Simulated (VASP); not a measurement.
# HfW8C8Cl4 in VASP: a series of runs

Runs on HfW8C8Cl4. Level: PBEsol. Tasks: single point.

Program: VASP 6.6.1. These are calculated values, not measurements. Logs are shortened: lines on timing, memory, paths and dates and some standing lists are left out, and cuts for length are marked.

## Step 1: The cell of the first run

The cell holds a slab with vacuum, 21 atoms: a = 5.725 Å, b = 5.725 Å, c = 17.211 Å, α = 90.00°, β = 90.00°, γ = 120.00°.

## Step 2: Single point, PBEsol

The input, INCAR:

```
SYSTEM = HfW8C8Cl4
PREC     = Accurate       ! precision mode
ENCUT    = 520            ! plane-wave cutoff, eV
EDIFF    = 1E-7           ! SCF threshold, eV
ISMEAR   = 0              ! smearing method
SIGMA    = 0.15           ! smearing width, eV
LREAL    = Auto         
LASPH    = .TRUE.         ! aspherical terms in the spheres
NELM     = 80             ! most SCF steps
ALGO     = Normal         ! electronic algorithm
ISIF     = 2              ! what is computed and relaxed
LWAVE    = .FALSE.        ! write WAVECAR
LCHARG   = .FALSE.        ! write CHGCAR
GGA      = PS             ! functional
NBANDS   = 107            ! bands
```

The input, KPOINTS:

```
Automatic mesh
0
G
  4 4 1
  0 0 0
```

The input, POSCAR:

```
HfW8C8Cl4
1.0
    5.7250800000      0.0000000000      0.0000000000
   -2.8625400000      4.9580650000      0.0000000000
    0.0000000000      0.0000000000     17.2106650000
W C Hf Cl
8 8 1 4
Direct
    0.0000000000      0.0000000000      0.0581035073
    0.0000871951      0.0000213793      0.2241990649
    0.0000000504      0.5000001008      0.0581035073
    0.0000936119      0.5000513305      0.2243221863
    0.5000000000      0.0000000000      0.0581035073
    0.5000623215      0.0000125049      0.2242947614
    0.5000000504      0.5000001008      0.0581035073
    0.5000710109      0.5000477001      0.2243500760
    0.3334000420      0.1667253253      0.1347624859
    0.3331825088      0.1664296454      0.2895793974
    0.3333490979      0.6666590696      0.1347936294
    0.3334049077      0.6668664086      0.2896618463
    0.8333613888      0.1666958783      0.1347652168
    0.8335387266      0.1666613891      0.2896801489
    0.8333198623      0.6666267990      0.1347702718
    0.8337395460      0.6670406701      0.2896103085
    0.0369894341      1.2528867613      0.5813375602
    0.4735211870      1.3368856600      0.5828609760
    0.1213675308      1.6896105638      0.5806901128
   -0.1786164479      1.0320203547      0.4695116081
   -0.1776108797      1.0397554288      0.6945265625
```

Potentials or basis: VASP PAW PBE potentials, release 64 (W_sv, C, Hf_pv, Cl).

Started as:

```
$ cat potpaw_PBE.64/W_sv/POTCAR potpaw_PBE.64/C/POTCAR potpaw_PBE.64/Hf_pv/POTCAR potpaw_PBE.64/Cl/POTCAR > POTCAR
$ mpirun -np 1 vasp_std > vasp.out
```

OUTCAR:

```text
SYSTEM = HfW8C8Cl4
   PREC = Accurate
   ENCUT = 520
   EDIFF = 1E-7
   ISMEAR = 0
   LREAL = Auto
   LASPH = .TRUE.
   NELM = 80
   ISIF = 2
   GGA = PS

 ion  position               nearest neighbor table
   1  0.000  0.000  0.058-  13 2.11  15 2.11   9 2.11   2 2.86   3 2.86   7 2.86   5 2.86   5 2.86
                             7 2.86   3 2.86
   2  0.000  0.000  0.224-  16 2.00  10 2.00  14 2.00   9 2.26  15 2.26  13 2.26   1 2.86   4 2.86
                             6 2.86   8 2.86   8 2.86   6 2.86   4 2.86
   3  0.000  0.500  0.058-  13 2.11  15 2.11  11 2.12   4 2.86   1 2.86   5 2.86   7 2.86   7 2.86
                             5 2.86   1 2.86
   4  0.000  0.500  0.224-  16 2.00  12 2.00  14 2.00  11 2.26  15 2.26  13 2.26   3 2.86   6 2.86
                             2 2.86   8 2.86   8 2.86   2 2.86   6 2.86
   5  0.500  0.000  0.058-   9 2.11  13 2.11  11 2.12   6 2.86   7 2.86   3 2.86   1 2.86   1 2.86
                             3 2.86   7 2.86
   6  0.500  0.000  0.224-  10 2.00  12 2.00  14 2.00  11 2.26  13 2.26   9 2.26   5 2.86   4 2.86
                             8 2.86   2 2.86   2 2.86   8 2.86   4 2.86
   7  0.500  0.500  0.058-   9 2.11  15 2.11  11 2.11   8 2.86   5 2.86   1 2.86   3 2.86   3 2.86
                             1 2.86   5 2.86
   8  0.500  0.500  0.224-  10 2.00  12 2.00  16 2.00  15 2.26  11 2.26   9 2.26   7 2.86   6 2.86
                             4 2.86   2 2.86   2 2.86   4 2.86   6 2.86
   9  0.333  0.167  0.135-   7 2.11   5 2.11   1 2.11   2 2.26   6 2.26   8 2.26
  10  0.333  0.166  0.290-   6 2.00   2 2.00   8 2.00
  11  0.333  0.667  0.135-   7 2.11   5 2.12   3 2.12   4 2.26   6 2.26   8 2.26
  12  0.333  0.667  0.290-   6 2.00   4 2.00   8 2.00
  13  0.833  0.167  0.135-   3 2.11   1 2.11   5 2.11   2 2.26   6 2.26   4 2.26
  14  0.834  0.167  0.290-   4 2.00   2 2.00   6 2.00
  15  0.833  0.667  0.135-   3 2.11   7 2.11   1 2.11   2 2.26   8 2.26   4 2.26
  16  0.834  0.667  0.290-   2 2.00   4 2.00   8 2.00
  17  0.037  0.253  0.581-  20 2.29  18 2.30  19 2.30  21 2.30
  18  0.474  0.337  0.583-  17 2.30
  19  0.121  0.690  0.581-  17 2.30
  20  0.821  0.032  0.470-  17 2.29
  21  0.822  0.040  0.695-  17 2.30

  LATTYP: Found a hexagonal cell.
 ALAT       =     5.7250800000
 C/A-ratio  =     3.0061876865

  Lattice vectors:

 A1 = (   5.7250800000,   0.0000000000,   0.0000000000)
 A2 = (  -2.8625400000,   4.9580650000,   0.0000000000)
 A3 = (   0.0000000000,   0.0000000000,  17.2106650000)

Analysis of symmetry for initial positions (statically):
=====================================================================
 Subroutine PRICEL returns:
 Original cell was already a primitive cell.

 Routine SETGRP: Setting up the symmetry group for a
 hexagonal supercell.

 Subroutine GETGRP returns: Found  1 space group operations
[... 152 lines left out ...]
   NUPDOWN=      -1.0000    fix difference up-down
   EMIN   =  10.00;   EMAX   =-10.00  energy-range for DOS
   EFERMI =   0.00;   METHOD = LEGACY
   ISMEAR =     0;   SIGMA  =   0.15  broadening in eV -4-tet -1-fermi 0-gaus
   EFERMI_NEDOS =   21; number of points for ismear=-14 and -15
   IALGO  =     38    algorithm
   IMIX   =      4    mixing-type and parameters
     AMIX     =   0.40;   BMIX     =  1.00
     AMIX_MAG =   1.60;   BMIX_MAG =  1.00
  volume/ion in A,a.u.               =      23.26       156.99
  Fermi-wavevector in a.u.,A,eV,Ry     =   1.177972  2.226044 18.879676  1.387617
  Thomas-Fermi vector in A             =   2.314309
   LORBIT       =      0    0 simple, 1 ext, 2 COOP (PROOUT), +10 PAW based schemes
   GGA     = PS    functional components
   LHFCALC =     F    Hartree Fock is set to
   AEXX    =    0.0000 exact exchange contribution
   IVDW    =     0    specifies the selected vdW correction
   LEPSILON=     F    determine dielectric tensor
   LRPA    =     F    only Hartree local field effects (RPA)
 non-spin polarized calculation
 Gauss-broadening in eV      SIGMA  =   0.15
  energy-cutoff  :      520.00
  volume of cell :      488.53
 maximum number of plane-waves:     13217
 NGX is ok and might be reduce to    48
   NGX = 21   NGY = 21   NGZ = 65

 number of electron     181.9999991 magnetization

 Free energy of the ion-electron system (eV)
  ---------------------------------------------------
  ext. energy  EPLUGINS =         0.00000000
  ---------------------------------------------------
  free energy    TOTEN  =      -199.25841188 eV

  energy without entropy =     -199.15820968  energy(sigma->0) =     -199.20831078

 E-fermi :   2.0478     XC(G=0):  -8.2291

 val. band max:        1.9746111375   @ k =   0.0000   0.2500   0.0000
 cond. band min:       2.0906478716   @ k =   0.5000   0.2500   0.0000
 fundamental gap:      0.1160367341
 Fermi energy:         2.0478120840

 k-point     1 :       0.0000    0.0000    0.0000
  band No.  band energies     occupation
      1     -71.7692      2.00000
      2     -71.7236      2.00000
      3     -71.6972      2.00000
      4     -71.6942      2.00000
      5     -71.6909      2.00000
      6     -71.6549      2.00000
[... 1049 lines left out ...]
    102       4.5306      0.00000
    103       4.5914      0.00000
 [bands above 103 left out]

------------------------ aborting loop because EDIFF is reached ----------------------------------------

  FORCE on cell =-STRESS in cart. coord.  units (eV):
  Direction    XX          YY          ZZ          XY          YZ          ZX
  --------------------------------------------------------------------------------------
  -------------------------------------------------------------------------------------
  Total       13.9450629     14.0537351      0.6835321      0.0887537     -0.0390142     -0.0382096
  in kB       45.7340468     46.0904469      2.2417029      0.2910755     -0.1279506     -0.1253116
  external PRESSURE =      31.3553989 kB  Pullay stress =       0.0000000 kB

 VOLUME and BASIS-vectors are now :
 -----------------------------------------------------------------------------
  energy-cutoff  :      520.00
  volume of cell :      488.53
      direct lattice vectors                 reciprocal lattice vectors
     5.725080000  0.000000000  0.000000000     0.174670048  0.100845794  0.000000000
    -2.862540000  4.958065000  0.000000000     0.000000000  0.201691587  0.000000000
     0.000000000  0.000000000 17.210665000     0.000000000  0.000000000  0.058103507

 POSITION                                       TOTAL-FORCE (eV/Angst)
 -----------------------------------------------------------------------------------
      0.00000      0.00000      1.00000        -0.000025      0.001035     -0.075787
      0.00044      0.00011      3.85861         0.000247      0.001898     -0.049444
     -1.43127      2.47903      1.00000         0.002179      0.000174     -0.061450
     -1.43088      2.47929      3.86073         0.001485      0.001560     -0.045862
      2.86254      0.00000      1.00000         0.002601      0.000039     -0.064225
      2.86286      0.00006      3.86026         0.003467      0.002428     -0.048358
[... 13 lines left out ...]
      4.61083      0.15876      8.08061         0.004657      0.043792      0.072585
      4.59444      0.19711     11.95326         0.019874      0.035940     -0.075529
 -----------------------------------------------------------------------------------
    total drift:                                0.000744      0.000267      0.059098

  FREE ENERGIE OF THE ION-ELECTRON SYSTEM (eV)
  ---------------------------------------------------
  free  energy   TOTEN  =      -199.2584118847 eV

  energy  without entropy=     -199.1582096811  energy(sigma->0) =     -199.20831078
```

Run time: 53 min. Hardware: 1 thread of Intel Xeon 8259CL, shared host; peak memory 0.8 GiB.

Results:

```
Free energy            : -199.2584 eV
Largest force          : 0.106 eV/Å
Band gap on the k mesh : zero (bands 91 and 92 overlap by 0.70 eV)
```

Forces in eV/Å, atoms in the order of the input:
```
W    0.000  0.001 -0.076
W    0.000  0.002 -0.049
W    0.002  0.000 -0.061
W    0.001  0.002 -0.046
W    0.003  0.000 -0.064
W    0.003  0.002 -0.048
W    0.000  0.002 -0.064
W    0.003  0.002 -0.045
C    0.001  0.000  0.013
C   -0.002 -0.001  0.105
C    0.000  0.000  0.011
C   -0.001 -0.001  0.106
C    0.000  0.000  0.011
C   -0.002 -0.003  0.104
C    0.000  0.000  0.012
C   -0.003 -0.003  0.103
Hf   0.017  0.012  0.003
Cl  -0.096  0.001 -0.005
Cl   0.048 -0.095 -0.007
Cl   0.005  0.044  0.073
Cl   0.020  0.036 -0.076
```

Levels at points of the mesh, in eV from the Fermi level:
```csv
k point,band 87,band 88,band 89,band 90,band 91,band 92,band 93,band 94,band 95,band 96
"(0.00, 0.00, 0.00)",-0.82,0.34,0.34,0.60,0.60,0.60,1.17,1.38,1.39,1.39
"(0.50, 0.00, 0.00)",-1.20,-1.09,-1.08,-0.53,-0.53,-0.10,-0.10,1.31,1.31,1.56
"(0.00, 0.50, 0.00)",-1.20,-1.09,-1.08,-0.53,-0.53,-0.10,-0.09,1.30,1.31,1.56
"(0.50, 0.50, 0.00)",-1.20,-1.09,-1.08,-0.53,-0.52,-0.10,-0.10,1.31,1.31,1.56
```

Caveat: there is no dipole correction, which matters where the two faces differ; the PAW data sets were made with another functional, which shifts forces and pressure a little; spin-orbit coupling is left out, which moves the levels of the heavy elements.

## Step 3: Single point, PBEsol

The input, INCAR:

```
PREC = Accurate
ENCUT = 520
EDIFF = 1E-6
ISMEAR = 0
SIGMA = 0.15
LREAL = Auto
LASPH = True
NELM = 60
ALGO = Normal
ISIF = 2
LWAVE = False
LCHARG = False
GGA = PS
NBANDS = 107
```

The input, KPOINTS:

```
Automatic mesh
0
Gamma
  4 4 1
```

The input, POSCAR:

```
HfW8C8Cl4
1.0
    5.7250800000      0.0000000000      0.0000000000
   -2.8625400000      4.9580650000      0.0000000000
    0.0000000000      0.0000000000     17.2106650000
W C Hf Cl
8 8 1 4
Direct
    0.0000000000      0.0000000000      0.0581035073
    0.0000914148      0.0000413468      0.2242811071
    0.0000000504      0.5000001008      0.0581035073
    0.0000893923      0.5000313630      0.2242400860
    0.5000000000      0.0000000000      0.0581035073
    0.5000680809      0.0000359011      0.2243315990
    0.5000000504      0.5000001008      0.0581035073
    0.5000652516      0.5000243038      0.2243131802
    0.3333660792      0.1666811548      0.1347832289
    0.3333307501      0.1667208881      0.2896343633
    0.3333830606      0.6667032401      0.1347728865
    0.3332565925      0.6665753676      0.2896068804
    0.8333336798      0.1666498926      0.1347685868
    0.8336726980      0.1669143103      0.2896336080
    0.8333475712      0.6666727846      0.1347669018
    0.8336056754      0.6667879505      0.2896568494
    0.0369894678      0.9195534952      0.5813375602
    0.4735212206      1.0035523939      0.5828609760
    0.1213674636      1.3562770960      0.5806901128
   -0.1786165152      0.6986868869      0.4695116081
   -0.1776108460      0.7064221627      0.6945265625
```

Potentials or basis: VASP PAW PBE potentials, release 64 (W_sv, C, Hf_pv, Cl).

Started as:

```
$ cat potpaw_PBE.64/W_sv/POTCAR potpaw_PBE.64/C/POTCAR potpaw_PBE.64/Hf_pv/POTCAR potpaw_PBE.64/Cl/POTCAR > POTCAR
$ mpirun -np 1 vasp_std > vasp.out
```

Run time: 56 min. Hardware: 1 thread of Intel Xeon 8259CL, shared host; peak memory 0.83 GiB.

It converged, with:

- Free energy: -199.2566 eV
- Largest force: 0.115 eV/Å
- Band gap on the k mesh: zero (bands 91 and 92 overlap by 0.70 eV)

Forces on the atoms (eV/Å):
```
W    0.002  0.000 -0.066
W   -0.004  0.016 -0.062
W    0.001  0.001 -0.071
W    0.005 -0.005 -0.035
W    0.001  0.001 -0.066
W    0.006  0.006 -0.043
W    0.002  0.001 -0.063
W   -0.004 -0.002 -0.057
C    0.001  0.000  0.013
C   -0.011  0.005  0.106
C    0.001 -0.001  0.012
C    0.007 -0.009  0.107
C   -0.001  0.000  0.012
C    0.007 -0.008  0.092
C   -0.001  0.000  0.012
C   -0.007  0.001  0.115
Hf   0.023  0.015  0.008
Cl  -0.097  0.001 -0.005
Cl   0.048 -0.096 -0.007
Cl   0.002  0.036  0.075
Cl   0.020  0.037 -0.077
```

Levels at points of the mesh, in eV from the Fermi level:
```csv
k point,band 87,band 88,band 89,band 90,band 91,band 92,band 93,band 94,band 95,band 96
"(0.00, 0.00, 0.00)",-0.82,0.34,0.34,0.60,0.60,0.60,1.17,1.38,1.39,1.39
"(0.50, 0.00, 0.00)",-1.20,-1.09,-1.08,-0.53,-0.53,-0.10,-0.09,1.31,1.31,1.56
"(0.00, 0.50, 0.00)",-1.20,-1.09,-1.08,-0.53,-0.53,-0.10,-0.10,1.30,1.31,1.56
"(0.50, 0.50, 0.00)",-1.20,-1.09,-1.08,-0.53,-0.52,-0.10,-0.09,1.31,1.31,1.56
```

Caveat: there is no dipole correction, which matters where the two faces differ; the PAW data sets were made with another functional, which shifts forces and pressure a little; spin-orbit coupling is left out, which moves the levels of the heavy elements.

The gap in the log of VASP goes by the Fermi energy; the results here count the filled bands.